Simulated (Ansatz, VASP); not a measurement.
**NiO2 in VASP and in Ansatz**

INCAR

```
PREC = Accurate ; ENCUT = 520
EDIFF = 1E-6 ; ISMEAR = 0
SIGMA = 0.05 ; LREAL = F
LASPH = T ; NELM = 60
ALGO = Normal ; ISIF = 2
LWAVE = F ; LCHARG = T
GGA = CA ; LELF = T
LVHAR = T ; NBANDS = 18
```

The input KPOINTS:

```
regular mesh
0
Gamma
  12 12 6
```

POSCAR

```
NiO2
1.0
    2.7239885620      0.0000000000      0.0000000000
   -1.3619942810      2.3590432943      0.0000000000
    0.0000000000      0.0000000000      4.3267834318
Ni O
1 2
Direct
    0.0000000000      0.0000000000      0.5000000000
    0.6666666667      0.3333333333      0.6829609091
    0.3333333333      0.6666666667      0.3170390909
```

Input for Ansatz:

```yaml
crystal:
  lattice:
    - [2.723988562, 0.0, 0.0]
    - [-1.361994281, 2.3590432943, 0.0]
    - [0.0, 0.0, 4.3267834318]
  atoms:
    - { symbol: Ni, position: [0.0, 0.0, 0.5] }
    - { symbol: O, position: [0.6666666667, 0.3333333333, 0.6829609091] }
    - { symbol: O, position: [0.3333333333, 0.6666666667, 0.3170390909] }
basis:
  ecutwfc: 520.0
kpoints:
  mp_grid: { grid: [12, 12, 6] }
hamiltonian:
  xc: lda
  pseudopotentials: { kind: paw }
scf:
  occupations: { method: gaussian, width: 0.05 }
output:
  forces: true
  stress: true
  eigenvalues: true
```

Alike in both runs: task single point; functional LDA; k mesh 12 × 12 × 6; occupations gaussian, width 0.05 eV; no spin polarisation.

```csv
,VASP,Ansatz
version,VASP 6.6.1,Ansatz 0.2.0
potentials or method,"VASP PAW LDA potentials, release 64 (Ni, O), cutoff 520 eV","scalar-relativistic, plane waves, PAW"
valence electrons in the cell,22,30
```

|  | VASP | Ansatz | Ansatz less VASP |
| --- | --- | --- | --- |
| gap on the k mesh at the Fermi level (eV) | 0.85 | 0.89 | +0.035 |
| least direct gap on the mesh (eV) | 1.46 | 1.52 | +0.055 |
| rms of the force components (eV/Å) | 1.700 | 1.657 | -0.0433 |

LDA's correlation is that of Perdew and Zunger in VASP and of Perdew and Wang (1992) in Ansatz. Atom by atom the forces differ by 0.043 eV/Å (rms over components). VASP's potentials hold 22 valence electrons a cell and Ansatz's 30, so a difference there can come from the potentials and not from the codes.
